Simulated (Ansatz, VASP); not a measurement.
## Two plane-wave programs on BeTe

Contents of POSCAR:

```
BeTe
1.0
    0.0000000000      2.8566316196      2.8566316196
    2.8566316196      0.0000000000      2.8566316196
    2.8566316196      2.8566316196      0.0000000000
Be Te
1 1
Direct
    0.0000000000      0.0000000000      0.0000000000
    0.2500000000      0.2500000000      0.2500000000
```

File INCAR.step1:

```
PREC = Accurate
ENCUT = 520
ISMEAR = 0
SIGMA = 0.01
LREAL = False
LASPH = True
NELM = 60
NBANDS = 11
GGA = PE
ALGO = Normal
EDIFF = 1E-4
LWAVE = True
LCHARG = False
```

The input INCAR.step2:

```
PREC = Accurate
ENCUT = 520
EDIFF = 1E-6
ISMEAR = 0
SIGMA = 0.01
LREAL = False
LASPH = True
NELM = 60
ALGO = Normal
ISIF = 2
LWAVE = False
LCHARG = False
METAGGA = R2SCAN
LMIXTAU = True
NBANDS = 11
ISTART = 1
```

Contents of KPOINTS:

```
Automatic mesh
0
Gamma
  6 6 6
```

Input for Ansatz:

```yaml
crystal:
  lattice:
    - [0.0, 2.8566316196, 2.8566316196]
    - [2.8566316196, 0.0, 2.8566316196]
    - [2.8566316196, 2.8566316196, 0.0]
  atoms:
    - { symbol: Be, position: [0.0, 0.0, 0.0] }
    - { symbol: Te, position: [0.25, 0.25, 0.25] }
kpoints:
  mp_grid: { grid: [6, 6, 6] }
hamiltonian:
  xc: r2scan
scf:
  occupations: { method: fixed }
  n_extra_bands: 4
output:
  forces: true
  stress: true
  eigenvalues: true
```

Alike in both runs: task single point; functional r2SCAN; k mesh 6 × 6 × 6; no spin polarisation.

```csv
,VASP,Ansatz
version,VASP 6.6.1,Ansatz 0.2.0
potentials or method,"VASP PAW PBE potentials, release 64 (Be, Te)","plane waves, PAW"
plane-wave cutoff (eV),520,500
occupations,"gaussian, width 0.01 eV",fixed
valence electrons in the cell,8,18
```

```tsv
	VASP	Ansatz	Ansatz less VASP
gap on the k mesh at the Fermi level (eV)	2.44	2.44	+0.005
pressure (GPa)	-1.5	-1.6	-0.13
```

VASP's potentials were made for PBE, not for r2SCAN. VASP's potentials hold 8 valence electrons a cell and Ansatz's 18, so a difference there can come from the potentials and not from the codes.

Spin-orbit coupling is off throughout.
